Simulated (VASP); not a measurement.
# AlN (kpat) (F-43m) in VASP: vibrations by perturbation theory with PBE

Aim: the vibrations by perturbation theory of AlN (kpat) with PBE.

Program: VASP 6.6.1. These are calculated values, not measurements. Logs are shortened: lines on timing, memory, paths and dates and some standing lists are left out, and cuts for length are marked.

**1. The cell of the first run**

The structure is cubic, space group F-43m (No. 216). Conventional cell: a = 4.342 Å, b = 4.342 Å, c = 4.342 Å, α = 90.00°, β = 90.00°, γ = 90.00°. Al (site symmetry -43m) has 4 N at 1.88 Å within 2.5 Å. N (site symmetry -43m) has 4 Al at 1.88 Å within 2.5 Å.

**2. Vibrations by perturbation theory, PBE**

INCAR

```
PREC = Accurate
ENCUT = 520
EDIFF = 1E-8
ISMEAR = 0
SIGMA = 0.01
LREAL = False
LASPH = True
NELM = 80
ALGO = Normal
ISIF = 2
LWAVE = False
LCHARG = False
GGA = PE
IBRION = 8
NSW = 1
LEPSILON = True
```

KPOINTS

```
regular mesh
0
Gamma
  10 10 10
```

POSCAR

```
AlN
1.0
    0.0000000000      2.1710504966      2.1710504966
    2.1710504966      0.0000000000      2.1710504966
    2.1710504966      2.1710504966      0.0000000000
Al N
1 1
Direct
    0.0000000000      0.0000000000      0.0000000000
    0.2500000000      0.2500000000      0.2500000000
```

Potentials or basis: VASP PAW PBE potentials, release 64 (Al, N).

Command:

```sh
$ cat potpaw_PBE.64/Al/POTCAR potpaw_PBE.64/N/POTCAR > POTCAR
$ mpirun -np 1 vasp_std > vasp.out
```

OUTCAR:

```text
PREC = Accurate
   ENCUT = 520
   EDIFF = 1E-8
   ISMEAR = 0
   LREAL = False
   LASPH = True
   NELM = 80
   ISIF = 2
   GGA = PE
   IBRION = 8
   NSW = 1
   LEPSILON = True

 ion  position               nearest neighbor table
   1  0.000  0.000  0.000-   2 1.88   2 1.88   2 1.88   2 1.88
   2  0.250  0.250  0.250-   1 1.88   1 1.88   1 1.88   1 1.88

  LATTYP: Found a face centered cubic cell.
 ALAT       =     4.3421009932

  Lattice vectors:

 A1 = (   0.0000000000,   2.1710504966,   2.1710504966)
 A2 = (   2.1710504966,   0.0000000000,   2.1710504966)
 A3 = (   2.1710504966,   2.1710504966,   0.0000000000)

Analysis of symmetry for initial positions (statically):
=====================================================================
 Subroutine PRICEL returns:
 Original cell was already a primitive cell.

 Routine SETGRP: Setting up the symmetry group for a
 face centered cubic supercell.

 Subroutine GETGRP returns: Found 24 space group operations
 (whereof 24 operations were pure point group operations)
 out of a pool of 48 trial point group operations.

The static configuration has the point symmetry T_d .

Analysis of symmetry for dynamics (positions and initial velocities):
=====================================================================
 Subroutine PRICEL returns:
 Original cell was already a primitive cell.

 Routine SETGRP: Setting up the symmetry group for a
 face centered cubic supercell.

 Subroutine GETGRP returns: Found 24 space group operations
 (whereof 24 operations were pure point group operations)
 out of a pool of 48 trial point group operations.

The dynamic configuration has the point symmetry T_d .

 Subroutine INISYM returns: Found 24 space group operations
 (whereof 24 operations are pure point group operations),
 and found     1 'primitive' translations

----------------------------------------------------------------------------------------

                                     Primitive cell

  volume of cell :      20.4663

  direct lattice vectors                    reciprocal lattice vectors
     0.000000000  2.171050497  2.171050497    -0.230303257  0.230303257  0.230303257
     2.171050497  0.000000000  2.171050497     0.230303257 -0.230303257  0.230303257
     2.171050497  2.171050497  0.000000000     0.230303257  0.230303257 -0.230303257

  length of vectors
     3.070329057  3.070329057  3.070329057     0.398896942  0.398896942  0.398896942

  position of ions in fractional coordinates (direct lattice)
     0.000000000  0.000000000  0.000000000
     0.250000000  0.250000000  0.250000000

  ion indices of the primitive-cell ions
   primitive index   ion index
                 1           1
                 2           2

----------------------------------------------------------------------------------------

 KPOINTS: regular mesh

Automatic generation of k-mesh.
 Grid dimensions read from file:
 generate k-points for:   10   10   10

 Generating k-lattice:

  Cartesian coordinates                     Fractional coordinates (reciprocal lattice)
    -0.023030326  0.023030326  0.023030326     0.100000000  0.000000000  0.000000000
     0.023030326 -0.023030326  0.023030326     0.000000000  0.100000000  0.000000000
     0.023030326  0.023030326 -0.023030326     0.000000000  0.000000000  0.100000000

  Length of vectors
     0.039889694  0.039889694  0.039889694

[... 408 lines left out ...]
  free energy    TOTEN  =        -0.22065313 eV

  energy without entropy =       -0.22065313

------------------------ aborting loop because EDIFF is reached ----------------------------------------

--------------------------------------- Ionic step        2  -------------------------------------------

------------------------ aborting loop because EDIFF is reached ----------------------------------------

--------------------------------------- Ionic step        3  -------------------------------------------

------------------------ aborting loop because EDIFF is reached ----------------------------------------

 PIEZOELECTRIC TENSOR FIELD DIRECTION 3  (e Angst)
 -----------------------------------------------------------------------------
    -0.00042 -0.78346  0.00000           ( -0.00000 -0.00272  0.00000)
    -0.78346 -0.00042  0.00000           ( -0.00272 -0.00000  0.00000)
     0.00000  0.00000  0.00044           (  0.00000  0.00000 -0.00000)

 PIEZOELECTRIC TENSOR FIELD DIRECTION 3  (C/m^2)
 -----------------------------------------------------------------------------
    -0.00033 -0.61332  0.00000
    -0.61332 -0.00033  0.00000
     0.00000  0.00000  0.00034

--------------------------------------- Ionic step        4  -------------------------------------------

------------------------ aborting loop because EDIFF is reached ----------------------------------------

[... ionic steps 5 to 6 ...]

--------------------------------------- Ionic step        7  -------------------------------------------

 Free energy of the ion-electron system (eV)
  ---------------------------------------------------
  ---------------------------------------------------
  free energy    TOTEN  =        -0.23925944 eV

  energy without entropy =       -0.23925944

------------------------ aborting loop because EDIFF is reached ----------------------------------------

 INTERNAL STRAIN TENSOR  FOR ION    2  DIRECTION 1   (eV/Angst):
 -----------------------------------------------------------------------------
    -0.00698  0.00000  0.00000
     0.00000  0.00378-10.26155
     0.00000-10.26155  0.00378

 MACROSCOPIC STATIC DIELECTRIC TENSOR (including local field effects in DFT)
 ------------------------------------------------------
           4.544868     0.000000     0.000000
           0.000000     4.544868     0.000000
           0.000000     0.000000     4.544868
 ------------------------------------------------------

 PIEZOELECTRIC TENSOR (including local field effects)  for field in x, y, z        (e  Angst)
          XX          YY          ZZ          XY          YZ          ZX
  --------------------------------------------------------------------------------
  x     0.00000    -0.00000    -0.00000     0.00000    -0.78325     0.00000
  y     0.00000    -0.00000     0.00000     0.00000     0.00000    -0.78325
  z    -0.00000    -0.00000    -0.00000    -0.78325     0.00000     0.00000

 PIEZOELECTRIC TENSOR (including local field effects)  for field in x, y, z        (C/m^2)
          XX          YY          ZZ          XY          YZ          ZX
  --------------------------------------------------------------------------------
  x     0.00000    -0.00000    -0.00000     0.00000    -0.61315     0.00000
  y     0.00000    -0.00000     0.00000     0.00000     0.00000    -0.61315
  z    -0.00000    -0.00000    -0.00000    -0.61315     0.00000     0.00000

 BORN EFFECTIVE CHARGES (including local field effects) (in |e|, cummulative output)
 ---------------------------------------------------------------------------------
 ion    1
    1     2.53136    -0.00000    -0.00000
    2     0.00000     2.53136     0.00000
    3     0.00000     0.00000     2.53136
 ion    2
    1    -2.53136     0.00000     0.00000
    2     0.00000    -2.53136     0.00000
    3     0.00000     0.00000    -2.53136

 INTERNAL STRAIN TENSOR FOR ION    2 for displacements in x,y,z  (eV/Angst):
          X           Y           Z          XY          YZ          ZX
  --------------------------------------------------------------------------------
  x    -0.00000     0.00000     0.00000     0.00000   -10.26155     0.00000
  y     0.00000    -0.00000     0.00000     0.00000     0.00000   -10.26155
  z     0.00000     0.00000    -0.00000   -10.26155     0.00000     0.00000

 SECOND DERIVATIVES (NOT SYMMETRIZED)
 ------------------------------------
               1X          1Y          1Z          2X          2Y          2Z
  1X   -15.455073    0.000000    0.000000   15.455073    0.000000    0.000000
  1Y     0.000000  -15.455073    0.000000    0.000000   15.455073    0.000000
  1Z     0.000000    0.000000  -15.455073    0.000000    0.000000   15.455073
  2X    15.457180    0.000000    0.000000  -15.457180    0.000000    0.000000
  2Y     0.000000   15.457180    0.000000    0.000000  -15.457180    0.000000
  2Z     0.000000    0.000000   15.457180    0.000000    0.000000  -15.457180

 Eigenvectors and eigenvalues of the dynamical matrix
 ----------------------------------------------------

   1 f  =   20.243881 THz   127.196056 2PiTHz  675.263186 cm-1    83.721927 meV
             X         Y         Z           dx          dy          dz
      0.000000  0.000000  0.000000     0.312312    0.494033    0.000000
      1.085525  1.085525  1.085525    -0.433579   -0.685859    0.000000
[... 21 lines left out ...]
   6 f/i=    0.000655 THz     0.004112 2PiTHz    0.021832 cm-1     0.002707 meV
             X         Y         Z           dx          dy          dz
      0.000000  0.000000  0.000000    -0.000822   -0.207199   -0.784513
      1.085525  1.085525  1.085525    -0.000592   -0.149248   -0.565095

--------------------------------------------------------------------------------------------------------

 MACROSCOPIC STATIC DIELECTRIC TENSOR IONIC CONTRIBUTION
 ------------------------------------------------------
           3.665502    -0.000000    -0.000000
          -0.000000     3.665502     0.000000
          -0.000000     0.000000     3.665502
 ------------------------------------------------------

 ELASTIC MODULI CONTR FROM IONIC RELAXATION (kBar)
 Direction    XX          YY          ZZ          XY          YZ          ZX
 --------------------------------------------------------------------------------
 XX          -0.0000      0.0000     -0.0000     -0.0000     -0.0000      0.0000
 YY           0.0000     -0.0000      0.0000     -0.0000     -0.0000     -0.0000
 ZZ          -0.0000      0.0000     -0.0000     -0.0000     -0.0000      0.0000
 XY          -0.0000     -0.0000     -0.0000   -504.5335      0.0000      0.0000
 YZ          -0.0000     -0.0000     -0.0000      0.0000   -504.5335      0.0000
 ZX           0.0000     -0.0000      0.0000      0.0000      0.0000   -504.5335
 --------------------------------------------------------------------------------

 PIEZOELECTRIC TENSOR IONIC CONTR  for field in x, y, z        (C/m^2)
          XX          YY          ZZ          XY          YZ          ZX
  --------------------------------------------------------------------------------
  x     0.00000     0.00000     0.00000    -0.00000     1.27963    -0.00000
  y    -0.00000     0.00000    -0.00000     0.00000     0.00000     1.27963
  z     0.00000     0.00000     0.00000     1.27963     0.00000     0.00000
```

It took 3 min on 1 thread of Intel Xeon 8259CL, shared host; peak memory 0.2 GiB.

What came out:

| Item | Value |
| --- | --- |
| Electronic dielectric tensor (diagonal) | 4.54 |
| Born charges (mean of the diagonal) | Al +2.53; N -2.53 e |
| Highest phonon frequency at Γ, LO-TO splitting left out | 675 cm⁻¹ |

Phonon frequencies in cm⁻¹ (negative: imaginary):
| q point | frequencies |
| --- | --- |
| (0.000, 0.000, 0.000) | 0 0 0 675 675 675 |

Electronic dielectric tensor:
```
4.54 0.00 0.00
0.00 4.54 0.00
0.00 0.00 4.54
```

Born effective charge tensors (e):
atom 1, Al
```
2.53 0.00 0.00
0.00 2.53 0.00
0.00 0.00 2.53
```
atom 2, N
```
-2.53  0.00  0.00
 0.00 -2.53  0.00
 0.00  0.00 -2.53
```

Caveat: the cell wasn't relaxed at this level first, which shifts response properties.
